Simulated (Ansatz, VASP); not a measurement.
**Two plane-wave programs on Sb**

POSCAR

```
Sb
1.0
    0.0000000000      2.3944861795      2.3944861795
    2.3944861795      0.0000000000      2.3944861795
    2.3944861795      2.3944861795      0.0000000000
Sb
1
Direct
    0.0000000000      0.0000000000      0.0000000000
```

File INCAR.step1:

```
SYSTEM = Sb
  ALGO = Normal
  EDIFF = 1E-4
  ENCUT = 600
  GGA = PE
  ISMEAR = 0
  LASPH = .True.
  LCHARG = .False.
  LREAL = .False.
  LWAVE = .True.
  NELM = 100
  PREC = Accurate
  SIGMA = 0.1
```

The input INCAR.step2:

```
SYSTEM = Sb
  ALGO = Normal
  EDIFF = 1E-6
  EDIFFG = -0.01
  ENCUT = 600
  IBRION = 2
  ISIF = 3
  ISMEAR = 0
  ISTART = 1
  LASPH = .True.
  LCHARG = .False.
  LMIXTAU = .True.
  LREAL = .False.
  LWAVE = .False.
  METAGGA = R2SCAN
  NELM = 100
  NSW = 80
  PREC = Accurate
  SIGMA = 0.1
```

Contents of KPOINTS:

```
k-points
0
Gamma
  16 16 16
  0 0 0
```

Input for Ansatz:

```yaml
crystal:
  lattice:
    - [0.0, 2.3944861795, 2.3944861795]
    - [2.3944861795, 0.0, 2.3944861795]
    - [2.3944861795, 2.3944861795, 0.0]
  atoms:
    - { symbol: Sb, position: [0.0, 0.0, 0.0] }
basis:
  ecutwfc: 500
kpoints:
  mp_grid: { grid: [16, 16, 16] }
hamiltonian:
  xc: r2scan
scf:
  occupations: { method: gaussian, width: 0.1 }
output:
  forces: true
  stress: true
  eigenvalues: true
relax:
  adjacent_minimum: "off"
  f_tol: 0.01
  max_steps: 60
  cell: { stress_tol: 0.1 }
```

Alike in both runs: task relaxation of cell and atoms; functional r2SCAN; k mesh 16 × 16 × 16; occupations gaussian, width 0.1 eV; no spin polarisation.

|  | VASP | Ansatz |
| --- | --- | --- |
| version | VASP 6.6.1 | Ansatz 0.2.0 |
| potentials or method | VASP PAW PBE potentials, release 64 (Sb), cutoff 600 eV | scalar-relativistic, plane waves, PAW |
| valence electrons in the cell | 5 | 15 |

VASP gave:

| Item | Value |
| --- | --- |
| gap on the k mesh at the Fermi level, each at its own relaxed structure (eV) | none |
| relaxed volume (Å³/atom) | 27.11 |
| relaxed cell length with the largest relative difference (Å) | 3.372 |

Q: Estimate Ansatz's values.

A: gap on the k mesh at the Fermi level, each at its own relaxed structure (eV): none; relaxed volume (Å³/atom): 27.16; relaxed cell length with the largest relative difference (Å): 3.374.

VASP's potentials were made for PBE, not for r2SCAN. A gap of «none» marks a metal or a gap that the smearing closes. VASP's potentials hold 5 valence electrons a cell and Ansatz's 15, so a difference there can come from the potentials and not from the codes.

Spin-orbit coupling is off throughout.
